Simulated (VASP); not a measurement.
Crystal: SnTe (rock salt type).

```
Sn Te
1.0
     0.00000    3.20500    3.20500
     3.20500    0.00000    3.20500
     3.20500    3.20500    0.00000
Sn Te
1 1
Direct
  0.00000 0.00000 0.00000
  0.50000 0.50000 0.50000
```

Base run:

* Program: VASP 6.6.1
* Functional: PBE
* Potentials or basis: VASP PAW PBE potentials, release 64 (Sn_d, Te)
* Cutoff: 520 eV
* k mesh: 6 × 6 × 6
* Occupations: fermi-dirac, width 0.02 eV
* Spin: no spin polarisation

Its results: band gap on the k mesh 0.05 eV, direct; pressure 0.0 GPa.

Question: The run is repeated on the same cell with these changes: functional from PBE to r2SCAN. What comes out?

Answer: Band gap on the k mesh 0.19 eV, direct; pressure -0.6 GPa.

r2SCAN gives the wider gap, since meta-GGAs in the generalised Kohn-Sham scheme recover part of the derivative discontinuity.

Caveats: spin-orbit coupling is left out, which moves the levels of the heavy elements; the PAW data sets were made with another functional, which shifts forces and pressure a little (some runs).

A k mesh can miss the band edges.
